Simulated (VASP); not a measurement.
**VSe: single point with LDA+U**

VSe:

```
CELL_PARAMETERS angstrom
3.31951 0.00000 0.00000
0.00000 3.31951 0.00000
0.00000 0.00000 3.31951
ATOMIC_POSITIONS crystal
V 0.00000 0.00000 0.00000
Se 0.50000 0.50000 0.50000
```

```yaml
Program: VASP 6.6.1
Task: single point
Functional: LDA
Potentials_or_basis: VASP PAW LDA potentials, release 64 (V_sv, Se)
Cutoff: 500 eV
k_mesh: 6 × 6 × 6
Occupations: gaussian, width 0.05 eV
Spin: collinear spin, ferromagnetic start
Starting_moments: "[3.0, 0.0] μB"
Hubbard_terms: V d U = 5.0 eV
```

```yaml
Pressure: -6.0 GPa
Band_gap_on_the_k_mesh: zero (filled and empty bands overlap)
Net_moment: 2.97 μB per cell
Site_moments: V +2.85; Se -0.30 μB
Valence_electrons_inside_the_program's_atomic_spheres: V 11.32; Se 3.83
```

Levels at points of the mesh, in eV from the Fermi level:
Spin up:
```
           k point  band 7  band 8  band 9  band 10  band 11  band 12  band 13  band 14  band 15  band 16
(0.00, 0.00, 0.00)   -1.70   -1.51   -1.51    -1.51    -1.33    -1.33    -1.33     1.16     7.48     7.48
(0.50, 0.00, 0.00)   -3.15   -3.15   -1.24    -1.12     1.07     1.56     1.56     3.99     6.35     7.48
(0.50, 0.50, 0.00)   -5.48   -2.04   -1.91    -1.91    -1.45     0.08     1.15     2.56     8.82     8.82
(0.50, 0.50, 0.50)   -5.87   -5.87    0.99     0.99     0.99     1.19     1.19     1.75     1.75     1.75
```
Spin down:
| k point | band 5 | band 6 | band 7 | band 8 | band 9 | band 10 | band 11 | band 12 |
| --- | --- | --- | --- | --- | --- | --- | --- | --- |
| (0.00, 0.00, 0.00) | -15.09 | -1.54 | -1.54 | -1.54 | 0.87 | 0.87 | 2.04 | 4.22 |
| (0.50, 0.00, 0.00) | -13.97 | -6.95 | -1.44 | -1.44 | 1.98 | 4.43 | 4.65 | 4.69 |
| (0.50, 0.50, 0.00) | -13.21 | -5.33 | -5.33 | -0.26 | -0.12 | 3.08 | 3.08 | 3.26 |
| (0.50, 0.50, 0.50) | -12.28 | -4.90 | -4.90 | -4.90 | 2.59 | 2.59 | 2.59 | 5.03 |

Eigenvalues of the final occupation matrices:
| site | spin | trace | eigenvalues |
| --- | --- | --- | --- |
| site 1 d | 1 | 2.93 | 0.36 0.36 0.74 0.74 0.74 |
| site 1 d | 2 | 0.15 | 0.01 0.01 0.04 0.04 0.04 |

Wall time 11 s on 1 thread of Intel(R) Xeon(R) Platinum 8488C (Sapphire Rapids), with other jobs on the host, peak memory 0.14 GiB.

Caveat: the cell stands under tension. The state reached can hang on the start; a lower one may exist.
